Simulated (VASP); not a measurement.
A run of VASP 6.6.1 is set up as follows.

INCAR

```
PREC = Accurate ; ENCUT = 500
EDIFF = 1E-6 ; ISMEAR = 0
SIGMA = 0.02 ; LREAL = F
LASPH = T ; NELM = 120
ALGO = Normal ; ISIF = 2
LWAVE = F ; LCHARG = F
NBANDS = 16 ; GGA_COMPAT = F
```

The input KPOINTS:

```
regular mesh
0
Gamma
  8 8 8
```

POSCAR

```
CdTe
1.0
    0.0000000000      3.2049167192      3.2049167192
    3.2049167192      0.0000000000      3.2049167192
    3.2049167192      3.2049167192      0.0000000000
Cd Te
1 1
Direct
    0.0000000000      0.0000000000      0.0000000000
    0.7500000000      0.7500000000      0.7500000000
```

Potentials or basis: VASP PAW LDA potentials, release 64 (Cd, Te).

Command:

```bash
$ cat potpaw_LDA.64/Cd/POTCAR potpaw_LDA.64/Te/POTCAR > POTCAR
$ mpirun -np 1 vasp_std > vasp.out
```

Task: What does it give for the pressure?

Result: 0.2 GPa.

Task: What does it give for the band gap on the k mesh?

Result: 0.65 eV.

Caveat: semilocal functionals underestimate gaps, and a narrow one can read as zero; spin-orbit coupling is left out, which moves the levels of the heavy elements.
